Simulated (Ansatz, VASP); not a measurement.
# One calculation of GaN, two programs

The input INCAR:

```
SYSTEM = GaN
PREC = Accurate ; ENCUT = 520
EDIFF = 1E-7 ; ISMEAR = 0
SIGMA = 0.02 ; LREAL = .False.
LASPH = .True. ; NELM = 80
ALGO = Normal ; ISIF = 2
LWAVE = .False. ; LCHARG = .False.
GGA = PE ; NBANDS = 16
```

The input KPOINTS:

```
regular mesh
0
Gamma
  8 8 8
  0 0 0
```

File POSCAR:

```
GaN
1.0
   -0.0450700200      2.2309659900      2.2309659900
    2.2309659900     -0.0450700200      2.2309659900
    2.2309659900      2.2309659900     -0.0450700200
Ga N
1 1
Direct
    0.0000000000      0.0000000000      0.0000000000
    0.7500000000      0.7500000000      0.7500000000
```

Input for Ansatz:

```yaml
crystal:
  lattice:
    - [-0.04507002, 2.23096599, 2.23096599]
    - [2.23096599, -0.04507002, 2.23096599]
    - [2.23096599, 2.23096599, -0.04507002]
  atoms:
    - { symbol: Ga, position: [0.0, 0.0, 0.0] }
    - { symbol: "N", position: [0.75, 0.75, 0.75] }
basis:
  ecutwfc: 510.0
kpoints:
  mp_grid:
    grid: [8, 8, 8]
hamiltonian:
  xc: pbe
scf:
  occupations:
    method: gaussian
    width: 0.02
output:
  stress: true
```

Alike in both runs: task single point; functional PBE; k mesh 8 × 8 × 8; occupations gaussian, width 0.02 eV; no spin polarisation.

|  | VASP | Ansatz |
| --- | --- | --- |
| version | VASP 6.6.1 | Ansatz 0.2.0 |
| potentials or method | VASP PAW PBE potentials, release 64 (Ga_d, N), cutoff 520 eV | plane waves, PAW |
| valence electrons in the cell | 18 | 18 |

Ansatz gave:

```
pressure (GPa)                                                : 5.3
traceless stress, the component that is largest in VASP (GPa) : 3.99
```

Q: Which values does VASP return?

A: Pressure (GPa): 5.4; traceless stress, the component that is largest in VASP (GPa): 3.97.
